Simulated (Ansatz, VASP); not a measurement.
## Two plane-wave programs on Si4O

INCAR

```
SYSTEM = Si4O
PREC = Accurate ; ENCUT = 520
EDIFF = 1E-6 ; ISMEAR = 0
SIGMA = 0.05 ; LREAL = .False.
LASPH = .True. ; NELM = 150
ALGO = Normal ; ISIF = 2
LWAVE = .False. ; LCHARG = .False.
ISPIN = 2 ; MAGMOM = 0 0 0 0 2
LORBIT = 11 ; LDIPOL = .True.
IDIPOL = 3 ; DIPOL = 0.5 0.5 0.326
GGA = PE ; IVDW = 12
NBANDS = 23
```

The input KPOINTS:

```
regular mesh
0
Gamma
  7 7 1
  0 0 0
```

The input POSCAR:

```
Si4O
1.0
    3.8333442603      0.0000000000      0.0000000000
    0.0000000000      3.8333442603      0.0000000000
    0.0000000000      0.0000000000     21.2034818054
Si O
4 1
Direct
    0.0000000000      0.5000000000      0.1886482624
    0.0000000000      0.0000000000      0.2525666261
    0.5000000000      0.0000000000      0.3191936744
    0.5000000000      0.5000000000      0.3821769405
    0.8750000000      0.5000000000      0.4859334849
```

Input for Ansatz:

```yaml
crystal:
  lattice:
    - [3.8333442603, 0.0, 0.0]
    - [0.0, 3.8333442603, 0.0]
    - [0.0, 0.0, 21.2034818054]
  atoms:
    - { symbol: Si, position: [0.0, 0.5, 0.1886482624] }
    - { symbol: Si, position: [0.0, 0.0, 0.2525666261] }
    - { symbol: Si, position: [0.5, 0.0, 0.3191936744] }
    - { symbol: Si, position: [0.5, 0.5, 0.3821769405] }
    - { symbol: O, position: [0.875, 0.5, 0.4859334849], spin: 2.0 }
basis:
  ecutwfc: 420
kpoints:
  mp_grid: { grid: [7, 7, 1] }
hamiltonian:
  xc: pbe
  pseudopotentials: { kind: paw, azcp: { folder: soft_1 } }
  dispersion: d3bj
scf:
  occupations: { method: gaussian, width: 0.05 }
output:
  forces: true
  eigenvalues: true
  populations: true
magnetization:
  spin_polarized: true
efield:
  axis: 3
  dipole_correction: true
  ramp_width: 0.04
```

Alike in both runs: task single point; functional PBE; dispersion D3(BJ); k mesh 7 × 7 × 1; occupations gaussian, width 0.05 eV; collinear spin.

|  | VASP | Ansatz |
| --- | --- | --- |
| version | VASP 6.6.1 | Ansatz 0.2.0 |
| potentials or method | VASP PAW PBE potentials, release 64 (Si, O), cutoff 520 eV | scalar-relativistic, plane waves, PAW |
| valence electrons in the cell | 22 | 22 |

Ansatz gave:

| Quantity | Value |
| --- | --- |
| gap on the k mesh at the Fermi level (eV) | none |
| rms of the force components (eV/Å) | 0.812 |
| net moment per atom (μB) | 0.23 |
| size of the moment on the site where the two differ most (μB) | 1.26 |

Question: Which values does VASP return?

Answer: gap on the k mesh at the Fermi level (eV): none; rms of the force components (eV/Å): 0.800; net moment per atom (μB): 0.23; size of the moment on the site where the two differ most (μB): 1.05.

Site moments also hang on the region over which each program counts them. Atom by atom the forces differ by 0.012 eV/Å (rms over components). A gap of «none» marks a metal or a gap that the smearing closes.
